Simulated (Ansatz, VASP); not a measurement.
Mg2Sn in VASP and in Ansatz

```
Mg Sn
1.0
     0.00000    3.31191    3.37950
     3.31191    0.00000    3.37950
     3.31191    3.31191    0.00000
Mg Sn
2 1
Direct
  0.25000 0.25000 0.25000
  0.75000 0.75000 0.75000
  0.00000 0.00000 0.00000
```

Change from the starting cell: equal xx and yy strain of -2 %, PAW files.

Alike in both runs: task electric field gradients; functional LDA; k mesh 11 × 11 × 11; occupations fermi-dirac, width 0.08 eV; no spin polarisation.

|  | VASP | Ansatz |
| --- | --- | --- |
| version | VASP 6.6.1 | Ansatz 0.2.0 |
| potentials or method | VASP PAW LDA potentials, release 64 (Mg, Sn_d) | PAW with Ansatz's default frozen-core files, scalar-relativistic |
| plane-wave cutoff (eV) | 520 | 420 |
| valence electrons in the cell | 18 | 34 |

|  | VASP | Ansatz | Ansatz less VASP |
| --- | --- | --- | --- |
| pressure (GPa) | -0.4 | -0.1 | +0.28 |
| traceless stress, the component that is largest in VASP (GPa) | -0.70 | -0.70 | +0.001 |
| size of Vzz on the site where it differs most (V/Å²) | 8.0 | 8.6 | +0.56 |

LDA's correlation is that of Perdew and Zunger in VASP and of Perdew and Wang (1992) in Ansatz. VASP's potentials hold 18 valence electrons a cell and Ansatz's 34, so a difference there can come from the potentials and not from the codes.
